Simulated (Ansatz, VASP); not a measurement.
Nb: VASP beside Ansatz

```xyz
1
Lattice="0.0000 2.1014 2.1014 2.1014 0.0000 2.1014 2.1014 2.1014 0.0000" Properties=species:S:1:pos:R:3 pbc="T T T"
Nb    0.0000    0.0000    0.0000
```

Alike in both runs: task relaxation of cell and atoms; functional PBE; k mesh 22 × 22 × 22; occupations gaussian, width 0.1 eV; no spin polarisation.

|  | VASP | Ansatz |
| --- | --- | --- |
| version | VASP 6.6.1 | Ansatz 0.2.0 |
| potentials or method | VASP PAW PBE potentials, release 64 (Nb_sv), cutoff 600 eV | scalar-relativistic, plane waves, PAW |
| valence electrons in the cell | 13 | 13 |

|  | VASP | Ansatz | Ansatz less VASP |
| --- | --- | --- | --- |
| gap on the k mesh at the Fermi level, each at its own relaxed structure (eV) | none | none | - |
| relaxed volume (Å³/atom) | 18.73 | 18.77 | +0.034 |
| relaxed cell length with the largest relative difference (Å) | 2.981 | 2.983 | +0.0018 |

A gap of «none» marks a metal or a gap that the smearing closes.
